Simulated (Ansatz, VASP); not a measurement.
Re: VASP beside Ansatz

File POSCAR:

```
Re
1.0
   -1.5478788901      1.5478788901      1.5478788901
    1.5478788901     -1.5478788901      1.5478788901
    1.5478788901      1.5478788901     -1.5478788901
Re
1
Direct
    0.0000000000      0.0000000000      0.0000000000
```

The input INCAR.step1:

```
PREC = Accurate
ENCUT = 660
ISMEAR = -1
SIGMA = 0.1
LREAL = F
LASPH = T
NELM = 120
NBANDS = 10
GGA = PE
ALGO = Normal
EDIFF = 1E-5
LWAVE = T
LCHARG = F
GGA_COMPAT = F
```

Contents of INCAR.step2:

```
PREC = Accurate
ENCUT = 660
EDIFF = 1E-6
ISMEAR = -1
SIGMA = 0.1
LREAL = F
LASPH = T
NELM = 120
ALGO = Normal
ISIF = 2
LWAVE = F
LCHARG = T
METAGGA = R2SCAN
LMIXTAU = T
LELF = T
LVHAR = T
NBANDS = 10
ISTART = 1
GGA_COMPAT = F
```

The input KPOINTS:

```
regular mesh
0
Gamma
  16 16 16
```

Input for Ansatz:

```yaml
crystal:
  lattice:
    - [-1.5478788901, 1.5478788901, 1.5478788901]
    - [1.5478788901, -1.5478788901, 1.5478788901]
    - [1.5478788901, 1.5478788901, -1.5478788901]
  atoms:
    - { symbol: Re, position: [0.0, 0.0, 0.0] }
hamiltonian:
  xc: r2scan
  pseudopotentials:
    kind: paw
    azcp:
      Re: "pseudopotentials/Re.paw.azcp"
basis:
  ecutwfc: 500
  fft_grid_basis: typed
kpoints:
  mp_grid: { grid: [16, 16, 16], shift: [0, 0, 0] }
magnetization:
  spin_polarized: false
scf:
  occupations: { method: fermi_dirac, width: 0.1 }
  lower_state_search: "off"
output:
  stress: true
  write_density: true
  write_potential: true
  elf: true
  volumetric_format: npy
```

Alike in both runs: task single point; functional r2SCAN; k mesh 16 × 16 × 16; occupations fermi-dirac, width 0.1 eV; no spin polarisation.

|  | VASP | Ansatz |
| --- | --- | --- |
| version | VASP 6.6.1 | Ansatz 0.2.0 |
| potentials or method | VASP PAW PBE potentials, release 64 (Re), cutoff 660 eV | plane waves (500 eV) with PAW, scalar-relativistic |
| valence electrons in the cell | 7 | 15 |

|  | VASP | Ansatz | Ansatz less VASP |
| --- | --- | --- | --- |
| pressure (GPa) | 0.5 | 0.3 | -0.23 |

VASP's potentials were made for PBE, not for r2SCAN. The functional is the same, so the differences come from potentials, cutoffs and numerics. VASP's potentials hold 7 valence electrons a cell and Ansatz's 15, so a difference there can come from the potentials and not from the codes.

Neither program's run includes spin-orbit coupling.
